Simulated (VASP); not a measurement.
Input of a VASP 6.6.1 run:

The input POSCAR:

```
Ga
1.0
    2.2318501700     -3.7932285796      0.0000000000
    2.2318501700      3.7932285796      0.0000000000
    0.0000000000      0.0000000000      4.5346411306
Ga
4
Direct
    0.8442341977      0.1557658023      0.0855794111
    0.6557658023      0.3442341977      0.5855794111
    0.1557658023      0.8442341977      0.9144205889
    0.3442341977      0.6557658023      0.4144205889
```

File INCAR.step1:

```
ALGO     = Normal         # electronic algorithm
EDIFF    = 1E-4           # SCF threshold, eV
ENCUT    = 520            # plane-wave cutoff, eV
GGA      = PE             # functional
ISMEAR   = -1             # smearing method
LASPH    = True           # aspherical terms in the spheres
LCHARG   = False          # write CHGCAR
LREAL    = False          # projectors in reciprocal space
LWAVE    = True           # write WAVECAR
NBANDS   = 34             # bands
NELM     = 60             # most SCF steps
PREC     = Accurate       # precision mode
SIGMA    = 0.1            # smearing width, eV
```

INCAR.step2

```
ALGO     = Normal         # electronic algorithm
EDIFF    = 1E-6           # SCF threshold, eV
ENCUT    = 520            # plane-wave cutoff, eV
ISIF     = 2              # what is computed and relaxed
ISMEAR   = -1             # smearing method
ISTART   = 1            
LASPH    = True           # aspherical terms in the spheres
LCHARG   = True           # write CHGCAR
LELF     = True           # ELF
LMIXTAU  = True         
LREAL    = False          # projectors in reciprocal space
LVHAR    = True         
LWAVE    = False          # write WAVECAR
METAGGA  = R2SCAN         # meta-GGA
NBANDS   = 34             # bands
NELM     = 60             # most SCF steps
PREC     = Accurate       # precision mode
SIGMA    = 0.1            # smearing width, eV
```

File KPOINTS:

```
k-points
0
Gamma
  8 8 7
```

Potentials or basis: VASP PAW PBE potentials, release 64 (Ga_d).

Run with:

```bash
$ cat potpaw_PBE.64/Ga_d/POTCAR > POTCAR
$ cp INCAR.step1 INCAR
$ mpirun -np 1 vasp_std > vasp.out
$ cp INCAR.step2 INCAR
$ mpirun -np 1 vasp_std > vasp.out
```

(1) Estimate the band gap on the k mesh.

(2) What does it give for the pressure?

## Answers

(1) zero (bands 26 and 27 overlap by 1.05 eV).

(2) 0.1 GPa.

Caveat: the PAW data sets were made with another functional, which shifts forces and pressure a little.
